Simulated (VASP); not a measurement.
# SrOs in VASP: settings compared

SrOs is run at these levels: r2SCAN, PBE; tasks: single point.

Program: VASP 6.6.1. These are calculated values, not measurements. Logs are shortened: lines on timing, memory, paths and dates and some standing lists are left out, and cuts for length are marked.

**1. The cell of the first run**

It takes space group Pm-3m (No. 221, cubic). The conventional cell has a = 3.600 Å, b = 3.600 Å, c = 3.600 Å, α = 90.00°, β = 90.00°, γ = 90.00°. Within 4.1 Å of Sr (site symmetry m-3m) lie 8 Os at 3.12 Å and 6 Sr at 3.60 Å. Os (site symmetry m-3m) has 8 Sr at 3.12 Å and 6 Os at 3.60 Å within 4.1 Å.

**2. Single point, r2SCAN**

The input, POSCAR:

```
SrOs
1.0
    3.6003672161      0.0000000000      0.0000000000
    0.0000000000      3.6003672161      0.0000000000
    0.0000000000      0.0000000000      3.6003672161
Sr Os
1 1
Direct
    0.0000000000      0.0000000000      0.0000000000
    0.5000000000      0.5000000000      0.5000000000
```

The input, INCAR.step1:

```
SYSTEM = SrOs
PREC = Accurate
ENCUT = 520
ISMEAR = 0
SIGMA = 0.05
LREAL = .False.
LASPH = .True.
NELM = 100
NBANDS = 16
GGA = PE
ALGO = Normal
EDIFF = 1E-4
LWAVE = .True.
LCHARG = .False.
```

The input, INCAR.step2:

```
SYSTEM = SrOs
PREC = Accurate
ENCUT = 520
EDIFF = 1E-6
ISMEAR = 0
SIGMA = 0.05
LREAL = .False.
LASPH = .True.
NELM = 100
ALGO = Normal
ISIF = 2
LWAVE = .False.
LCHARG = .False.
METAGGA = R2SCAN
LMIXTAU = .True.
NBANDS = 16
ISTART = 1
```

The input, KPOINTS:

```
Automatic mesh
0
Gamma
  10 10 10
  0 0 0
```

Potentials or basis: VASP PAW PBE potentials, release 64 (Sr_sv, Os).

Run with:

```console
$ cat potpaw_PBE.64/Sr_sv/POTCAR potpaw_PBE.64/Os/POTCAR > POTCAR
$ cp INCAR.step1 INCAR
$ mpirun -np 1 vasp_std > vasp.out
$ cp INCAR.step2 INCAR
$ mpirun -np 1 vasp_std > vasp.out
```

OUTCAR:

```text
SYSTEM = SrOs
   PREC = Accurate
   ENCUT = 520
   EDIFF = 1E-6
   ISMEAR = 0
   LREAL = .False.
   LASPH = .True.
   NELM = 100
   ISIF = 2
   METAGGA = R2SCAN
   ISTART = 1

 ion  position               nearest neighbor table
   1  0.000  0.000  0.000-   2 3.12   2 3.12   2 3.12   2 3.12   2 3.12   2 3.12   2 3.12   2 3.12

   2  0.500  0.500  0.500-   1 3.12   1 3.12   1 3.12   1 3.12   1 3.12   1 3.12   1 3.12   1 3.12

  LATTYP: Found a simple cubic cell.
 ALAT       =     3.6003672161

  Lattice vectors:

 A1 = (   3.6003672161,   0.0000000000,   0.0000000000)
 A2 = (   0.0000000000,   3.6003672161,   0.0000000000)
 A3 = (   0.0000000000,   0.0000000000,   3.6003672161)

Analysis of symmetry for initial positions (statically):
=====================================================================
 Subroutine PRICEL returns:
 Original cell was already a primitive cell.

 Routine SETGRP: Setting up the symmetry group for a
 simple cubic supercell.

 Subroutine GETGRP returns: Found 48 space group operations
 (whereof 48 operations were pure point group operations)
 out of a pool of 48 trial point group operations.

The static configuration has the point symmetry O_h .

Analysis of symmetry for dynamics (positions and initial velocities):
=====================================================================
 Subroutine PRICEL returns:
 Original cell was already a primitive cell.

 Routine SETGRP: Setting up the symmetry group for a
 simple cubic supercell.

 Subroutine GETGRP returns: Found 48 space group operations
 (whereof 48 operations were pure point group operations)
 out of a pool of 48 trial point group operations.

The dynamic configuration has the point symmetry O_h .

 Subroutine INISYM returns: Found 48 space group operations
 (whereof 48 operations are pure point group operations),
 and found     1 'primitive' translations

----------------------------------------------------------------------------------------

                                     Primitive cell

  volume of cell :      46.6703

  direct lattice vectors                    reciprocal lattice vectors
     3.600367216  0.000000000  0.000000000     0.277749446  0.000000000  0.000000000
     0.000000000  3.600367216  0.000000000     0.000000000  0.277749446  0.000000000
     0.000000000  0.000000000  3.600367216     0.000000000  0.000000000  0.277749446

  length of vectors
     3.600367216  3.600367216  3.600367216     0.277749446  0.277749446  0.277749446

  position of ions in fractional coordinates (direct lattice)
     0.000000000  0.000000000  0.000000000
     0.500000000  0.500000000  0.500000000

  ion indices of the primitive-cell ions
   primitive index   ion index
                 1           1
                 2           2

----------------------------------------------------------------------------------------

 KPOINTS: Automatic mesh

Automatic generation of k-mesh.
 Grid dimensions read from file:
 generate k-points for:   10   10   10

 Generating k-lattice:

  Cartesian coordinates                     Fractional coordinates (reciprocal lattice)
     0.027774945  0.000000000  0.000000000     0.100000000  0.000000000  0.000000000
     0.000000000  0.027774945  0.000000000     0.000000000  0.100000000  0.000000000
     0.000000000  0.000000000  0.027774945     0.000000000  0.000000000  0.100000000

  Length of vectors
     0.027774945  0.027774945  0.027774945

  Shift w.r.t. Gamma in fractional coordinates (k-lattice)
     0.000000000  0.000000000  0.000000000

 Subroutine IBZKPT returns following result:
 ===========================================

 Found     56 irreducible k-points:

 Following reciprocal coordinates:
            Coordinates               Weight
  0.000000  0.000000  0.000000      1.000000
  0.100000  0.000000  0.000000      6.000000
  0.200000  0.000000  0.000000      6.000000
  0.300000  0.000000  0.000000      6.000000
  0.400000  0.000000  0.000000      6.000000
  0.500000  0.000000  0.000000      3.000000
[... 16 lines left out ...]
  0.200000  0.100000  0.100000     24.000000
  0.300000  0.100000  0.100000     24.000000
 [... further k-points ...]
   k-points           NKPTS =     56   k-points in BZ     NKDIM =     56   number of bands    NBANDS=     16
   number of dos      NEDOS =    301   number of ions     NIONS =      2
   total plane-waves  NPLWV =  21952
   dimension x,y,z NGX =    28 NGY =   28 NGZ =   28
   dimension x,y,z NGXF=    56 NGYF=   56 NGZF=   56
   ions per type =               1   1
   NGX,Y,Z   is equivalent  to a cutoff of  12.93, 12.93, 12.93 a.u.
   NGXF,Y,Z  is equivalent  to a cutoff of  25.86, 25.86, 25.86 a.u.
 SYSTEM =  SrOs
   PREC   = accura    normal or accurate (medium, high low for compatibility)
   ISTART =      1    job   : 0-new  1-cont  2-samecut
   ICHARG =      0    charge: 1-file 2-atom 10-const
   ISPIN  =      1    spin polarized calculation?
   LNONCOLLINEAR =      F non collinear calculations
   LSORBIT =      F    spin-orbit coupling
   LASPH  =      T    aspherical Exc in radial PAW
   ENCUT  =  520.0 eV  38.22 Ry    6.18 a.u.   6.69  6.69  6.69*2*pi/ulx,y,z
   NELM   =    100;   NELMIN=  2; NELMDL=  0     # of ELM steps
   EDIFF  = 0.1E-05   stopping-criterion for ELM
   LREAL  =      F    real-space projection
   EDIFFG = 0.1E-04   stopping-criterion for IOM
   NSW    =      0    number of steps for IOM
   IBRION =     -1    ionic relax: 0-MD 1-quasi-New 2-CG
   NFREE  =      0    steps in history (QN), initial steepest desc. (CG)
   ISIF   =      2    stress and relaxation
   ISYM   =      2    0-nonsym 1-usesym 2-fastsym
   POTIM  = 0.5000    time-step for ionic-motion
   TEBEG  =    0.0;   TEEND  =   0.0 temperature during run
   PSTRESS=    0.0 pullay stress
   NELECT =      18.0000    total number of electrons
   NUPDOWN=      -1.0000    fix difference up-down
   EMIN   =  10.00;   EMAX   =-10.00  energy-range for DOS
   EFERMI =   0.00;   METHOD = LEGACY
   ISMEAR =     0;   SIGMA  =   0.05  broadening in eV -4-tet -1-fermi 0-gaus
   EFERMI_NEDOS =   21; number of points for ismear=-14 and -15
   IALGO  =     38    algorithm
   IMIX   =      4    mixing-type and parameters
     AMIX     =   0.40;   BMIX     =  1.00
     AMIX_MAG =   1.60;   BMIX_MAG =  1.00
  volume/ion in A,a.u.               =      23.34       157.47
  Fermi-wavevector in a.u.,A,eV,Ry     =   1.191660  2.251910 19.320987  1.420053
  Thomas-Fermi vector in A             =   2.327716
   LORBIT       =      0    0 simple, 1 ext, 2 COOP (PROOUT), +10 PAW based schemes
   METAGGA = R2SCAN    functional components
   LHFCALC =     F    Hartree Fock is set to
   AEXX    =    0.0000 exact exchange contribution
   IVDW    =     0    specifies the selected vdW correction
   LEPSILON=     F    determine dielectric tensor
   LRPA    =     F    only Hartree local field effects (RPA)
 non-spin polarized calculation
 Gauss-broadening in eV      SIGMA  =   0.05
  energy-cutoff  :      520.00
  volume of cell :       46.67
 maximum number of plane-waves:      1328
 NGX is ok and might be reduce to    28
   NGX = 13   NGY = 13   NGZ = 13

 number of electron      18.0000001 magnetization

 Free energy of the ion-electron system (eV)
  ---------------------------------------------------
  ext. energy  EPLUGINS =         0.00000000
  ---------------------------------------------------
  free energy    TOTEN  =       -65.35598022 eV

  energy without entropy =      -65.35299545  energy(sigma->0) =      -65.35448784

 E-fermi :   3.5506     XC(G=0): -11.4401

 val. band max:        3.5487771443   @ k =   0.3000   0.1000   0.1000
 cond. band min:       3.5635280919   @ k =   0.4000   0.1000   0.1000
 fundamental gap:      0.0147509476
 Fermi energy:         3.5505633778

 k-point     1 :       0.0000    0.0000    0.0000
  band No.  band energies     occupation
      1     -31.4094      2.00000
      2     -12.6901      2.00000
      3     -12.6901      2.00000
      4     -12.6901      2.00000
      5      -1.6470      2.00000
      6       1.2650      2.00000
[... 8 lines left out ...]
     15      12.3507      0.00000
     16      12.9171      0.00000

 k-point     2 :       0.1000    0.0000    0.0000
  band No.  band energies     occupation
      1     -31.4044      2.00000
      2     -12.7614      2.00000
      3     -12.6870      2.00000
      4     -12.6870      2.00000
      5      -1.4522      2.00000
      6       1.3259      2.00000
[... 8 lines left out ...]
     15      11.8768      0.00000
     16      12.8145      0.00000

 k-point     3 :       0.2000    0.0000    0.0000
  band No.  band energies     occupation
      1     -31.3912      2.00000
      2     -12.9418      2.00000
      3     -12.6789      2.00000
      4     -12.6789      2.00000
      5      -0.9025      2.00000
      6       1.4958      2.00000
[... 8 lines left out ...]
     15      11.4049      0.00000
     16      12.5518      0.00000

 k-point     4 :       0.3000    0.0000    0.0000
  band No.  band energies     occupation
      1     -31.3749      2.00000
      2     -13.1539      2.00000
      3     -12.6689      2.00000
      4     -12.6689      2.00000
      5      -0.1011      2.00000
      6       1.7320      2.00000
[... 8 lines left out ...]
     15      11.9033      0.00000
     16      12.2362      0.00000
[... 324 lines left out ...]
 k-point    22 :       0.1000    0.1000    0.1000
  band No.  band energies     occupation
      1     -31.3946      2.00000
      2     -12.7769      2.00000
      3     -12.7391      2.00000
      4     -12.7391      2.00000
      5      -1.0891      2.00000
      6       1.5415      2.00000
[... 8 lines left out ...]
     15      11.1220      0.00000
     16      14.1738      0.00000

 k-point    23 :       0.2000    0.1000    0.1000
  band No.  band energies     occupation
      1     -31.3820      2.00000
      2     -12.9291      2.00000
      3     -12.7426      2.00000
      4     -12.7305      2.00000
      5      -0.5908      2.00000
      6       1.6831      2.00000
[... 8 lines left out ...]
     15      11.3513      0.00000
     16      13.4433      0.00000

 k-point    24 :       0.3000    0.1000    0.1000
  band No.  band energies     occupation
      1     -31.3662      2.00000
      2     -13.1307      2.00000
      3     -12.7238      2.00000
      4     -12.7198      2.00000
      5       0.1199      2.00000
      6       1.8760      2.00000
[... 8 lines left out ...]
     15      11.6927      0.00000
     16      12.9621      0.00000

 [... further k-points ...]

------------------------ aborting loop because EDIFF is reached ----------------------------------------

  FORCE on cell =-STRESS in cart. coord.  units (eV):
  Direction    XX          YY          ZZ          XY          YZ          ZX
  --------------------------------------------------------------------------------------
  -------------------------------------------------------------------------------------
  Total       -0.1359398     -0.1359398     -0.1359398     -0.0000000     -0.0000000      0.0000000
  in kB       -4.6667749     -4.6667749     -4.6667749     -0.0000000     -0.0000000      0.0000000
  external PRESSURE =      -4.6667749 kB  Pullay stress =       0.0000000 kB

 VOLUME and BASIS-vectors are now :
 -----------------------------------------------------------------------------
  energy-cutoff  :      520.00
  volume of cell :       46.67
      direct lattice vectors                 reciprocal lattice vectors
     3.600367216  0.000000000  0.000000000     0.277749446  0.000000000  0.000000000
     0.000000000  3.600367216  0.000000000     0.000000000  0.277749446  0.000000000
     0.000000000  0.000000000  3.600367216     0.000000000  0.000000000  0.277749446

 POSITION                                       TOTAL-FORCE (eV/Angst)
 -----------------------------------------------------------------------------------
      0.00000      0.00000      0.00000         0.000000      0.000000      0.000000
      1.80018      1.80018      1.80018         0.000000      0.000000      0.000000
 -----------------------------------------------------------------------------------
    total drift:                                0.000000      0.000000      0.000000

  FREE ENERGIE OF THE ION-ELECTRON SYSTEM (eV)
  ---------------------------------------------------
  free  energy   TOTEN  =       -65.3559802171 eV

  energy  without entropy=      -65.3529954548  energy(sigma->0) =      -65.35448784
```

Wall time 93 s (1 thread of AMD EPYC 9R45 (Zen 5), shared host); peak memory 0.17 GiB.

What came out:

```yaml
Free_energy: -65.3560 eV
Pressure: -0.5 GPa
Band_gap_on_the_k_mesh: zero (bands 9 and 10 overlap by 1.86 eV)
```

Caveat: the PAW data sets were made with another functional, which shifts forces and pressure a little; spin-orbit coupling is left out, which moves the levels of the heavy elements.

**3. Single point, PBE (atom 2 (Os) moved 0.12 Å along y)**

The input, INCAR:

```
SYSTEM = SrOs
PREC = Accurate
ENCUT = 520
EDIFF = 1E-7
ISMEAR = 0
SIGMA = 0.05
LREAL = .FALSE.
LASPH = .TRUE.
NELM = 80
ALGO = Normal
ISIF = 2
LWAVE = .FALSE.
LCHARG = .TRUE.
GGA = PE
LELF = .TRUE.
LVHAR = .TRUE.
NBANDS = 16
```

The input, KPOINTS:

```
regular mesh
0
G
  10 10 10
  0 0 0
```

Changes to POSCAR since step 2:

```diff
@@ -9,2 +9,2 @@
     0.0000000000      0.0000000000      0.0000000000
-    0.5000000000      0.5000000000      0.5000000000
+    0.5000000000      0.5333299335      0.5000000000
```

Potentials or basis: VASP PAW PBE potentials, release 64 (Sr_sv, Os).

Run with:

```console
$ cat potpaw_PBE.64/Sr_sv/POTCAR potpaw_PBE.64/Os/POTCAR > POTCAR
$ mpirun -np 1 vasp_std > vasp.out
```

It took 56 s on 1 thread of AMD EPYC 9R45 (Zen 5), shared host; peak memory 0.21 GiB.

It converged, with:

```
Free energy            : -10.1558 eV
Pressure               : 0.6 GPa
Largest force          : 0.601 eV/Å
Band gap on the k mesh : zero (bands 9 and 10 overlap by 1.61 eV)
```

Forces in eV/Å, atoms in the order of the input:
```
Sr   0.000  0.601  0.000
Os   0.000 -0.601  0.000
```

Stress tensor (GPa, compression positive):
```
0.78 0.00 0.00
0.00 0.22 0.00
0.00 0.00 0.78
```

Levels at points of the mesh, in eV from the Fermi level:
```
           k point  band 6  band 7  band 8  band 9  band 10  band 11  band 12  band 13
(0.00, 0.00, 0.00)   -2.35   -2.32   -0.04   -0.01    -0.01     4.75     4.91     8.35
(0.50, 0.00, 0.00)   -1.59   -0.76   -0.26   -0.23     0.26     1.30     3.05     4.52
(0.00, 0.50, 0.00)   -1.60   -0.75   -0.22   -0.22     0.25     1.30     3.02     4.50
(0.50, 0.50, 0.00)   -2.08   -0.98   -0.97    0.98     1.29     2.84     2.86     5.61
(0.50, 0.00, 0.50)   -2.06   -0.95   -0.95    0.98     1.26     2.86     2.86     5.51
(0.50, 0.50, 0.50)   -0.79   -0.77    0.68    0.73     0.73     1.03     1.04     2.97
```

Caveat: the cell differs from its parent crystal (atom 2 (Os) moved 0.12 Å along y); spin-orbit coupling is left out, which moves the levels of the heavy elements.
